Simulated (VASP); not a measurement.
Input of a VASP 6.6.1 run:

File POSCAR:

```
SrTiO3
1.0
    3.9068462683      0.0000000000      0.0000000000
    0.0000000000      3.9068462683      0.0000000000
    0.0000000000      0.0000000000      3.9068462683
Sr Ti O
1 1 3
Direct
    0.5000000000      0.5000000000      0.5000000000
    0.0000000000      0.0000000000      0.0000000000
    0.5000000000      0.0000000000      0.0000000000
    0.0000000000      0.5000000000      0.0000000000
    0.0000000000      0.0000000000      0.5000000000
```

Contents of INCAR.step1:

```
SYSTEM = SrTiO3
ALGO = Normal
EDIFF = 1E-5
EDIFFG = -0.005
ENCUT = 660
GGA = PE
GGA_COMPAT = .FALSE.
IBRION = 2
ISIF = 3
ISMEAR = 0
LASPH = .TRUE.
LCHARG = .FALSE.
LREAL = .FALSE.
LWAVE = .TRUE.
NELM = 120
NELMIN = 4
NSW = 100
PREC = Accurate
SIGMA = 0.01
```

The input INCAR.step2:

```
SYSTEM = SrTiO3
ALGO = Normal
EDIFF = 1E-7
EDIFFG = -0.002
ENCUT = 660
GGA_COMPAT = .FALSE.
IBRION = 2
ISIF = 3
ISMEAR = 0
ISTART = 1
LASPH = .TRUE.
LCHARG = .FALSE.
LMIXTAU = .TRUE.
LREAL = .FALSE.
LWAVE = .FALSE.
METAGGA = R2SCAN
NELM = 120
NELMIN = 4
NSW = 100
PREC = Accurate
PSTRESS = -20.0
SIGMA = 0.01
```

File KPOINTS:

```
k-points
0
G
  6 6 6
  0 0 0
```

Potentials or basis: VASP PAW PBE potentials, release 64 (Sr_sv, Ti_sv, O).

The run is started by

```sh
$ cat potpaw_PBE.64/Sr_sv/POTCAR potpaw_PBE.64/Ti_sv/POTCAR potpaw_PBE.64/O/POTCAR > POTCAR
$ cp INCAR.step1 INCAR
$ mpirun -np 1 vasp_std > vasp.out
$ cp INCAR.step2 INCAR
$ mpirun -np 1 vasp_std > vasp.out
```

Question: What does it give for the relaxed cell?

Answer: a = 3.926 Å, b = 3.926 Å, c = 3.926 Å, α = 90.00°, β = 90.00°, γ = 90.00°.

Question: Predict the relaxed volume.

Answer: 12.10 Å³/atom.

Question: Predict the band gap on the k mesh.

Answer: 2.24 eV (least direct gap 2.63 eV).

Final structure:
```yaml
crystal:
  lattice:
    - [3.92598, 0.00000, 0.00000]
    - [0.00000, 3.92598, 0.00000]
    - [0.00000, 0.00000, 3.92598]
  atoms:
    - { symbol: Sr, position: [0.50000, 0.50000, 0.50000] }
    - { symbol: Ti, position: [0.00000, 0.00000, 0.00000] }
    - { symbol: O, position: [0.50000, 0.00000, 0.00000] }
    - { symbol: O, position: [0.00000, 0.50000, 0.00000] }
    - { symbol: O, position: [0.00000, 0.00000, 0.50000] }
```

Caveat: the cell is relaxed towards a set pressure, so the run minimises the enthalpy, not the energy; the PAW data sets were made with another functional, which shifts forces and pressure a little. Zero-point motion and thermal expansion aren't in these numbers.
